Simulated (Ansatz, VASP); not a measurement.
**One calculation of MoS, two programs**

POSCAR

```
MoS
1.0
    3.9349172794      0.0000000000      0.0000000000
   -1.9674586397      3.4077383258      0.0000000000
    0.0000000000      0.0000000000      6.8573398117
Mo S
2 2
Direct
    0.0000000000      0.0000000000      0.0000000000
    0.0000000000      0.0000000000      0.5000000000
    0.3333333333      0.6666666667      0.2500000000
    0.6666666667      0.3333333333      0.7500000000
```

Contents of INCAR.step1:

```
  ALGO = Normal
  EDIFF = 1E-4
  ENCUT = 520
  GGA = PE
  ISMEAR = 0
  LASPH = True
  LCHARG = False
  LDAU = True
  LDAUJ = 0 0
  LDAUL = 2 -1
  LDAUTYPE = 2
  LDAUU = 4.38 0
  LMAXMIX = 4
  LREAL = False
  LWAVE = True
  NBANDS = 28
  NELM = 150
  PREC = Accurate
  SIGMA = 0.1
```

File INCAR.step2:

```
  ALGO = Normal
  EDIFF = 1E-7
  ENCUT = 520
  ISIF = 2
  ISMEAR = 0
  ISTART = 1
  LASPH = True
  LCHARG = False
  LDAU = True
  LDAUJ = 0 0
  LDAUL = 2 -1
  LDAUPRINT = 1
  LDAUTYPE = 2
  LDAUU = 4.38 0
  LMAXMIX = 4
  LMIXTAU = True
  LREAL = False
  LWAVE = False
  METAGGA = R2SCAN
  NBANDS = 28
  NELM = 150
  PREC = Accurate
  SIGMA = 0.1
```

KPOINTS

```
k-points
0
Gamma
  12 12 6
```

Input for Ansatz:

```yaml
crystal:
  lattice:
    - [3.9349172794, 0.0, 0.0]
    - [-1.9674586397, 3.4077383258, 0.0]
    - [0.0, 0.0, 6.8573398117]
  atoms:
    - { symbol: Mo, position: [0.0, 0.0, 0.0] }
    - { symbol: Mo, position: [0.0, 0.0, 0.5] }
    - { symbol: S, position: [0.3333333333, 0.6666666667, 0.25] }
    - { symbol: S, position: [0.6666666667, 0.3333333333, 0.75] }
basis:
  ecutwfc: 500
kpoints:
  mp_grid: { grid: [12, 12, 6] }
hamiltonian:
  xc: r2scan
  hubbard: { sites: [{ species: Mo, l: d, u_eff: 4.38 }] }
scf:
  occupations: { method: gaussian, width: 0.1 }
output:
  forces: true
  stress: true
  eigenvalues: true
  write_density: true
  write_potential: true
  elf: true
  volumetric_format: npy
```

Alike in both runs: task single point; functional r2SCAN; k mesh 12 × 12 × 6; occupations gaussian, width 0.1 eV; no spin polarisation; Hubbard terms Mo d U = 4.38 eV.

|  | VASP | Ansatz |
| --- | --- | --- |
| version | VASP 6.6.1 | Ansatz 0.2.0 |
| potentials or method | VASP PAW PBE potentials, release 64 (Mo_sv, S), cutoff 520 eV | scalar-relativistic, plane waves, PAW |
| valence electrons in the cell | 40 | 40 |

|  | VASP | Ansatz | Ansatz less VASP |
| --- | --- | --- | --- |
| pressure (GPa) | -16.6 | -15.5 | +1.14 |
| traceless stress, the component that is largest in VASP (GPa) | -0.65 | -0.75 | -0.101 |

VASP's potentials were made for PBE, not for r2SCAN. The programs project onto different local orbitals, so the same U acts differently, and such runs can settle in different states.
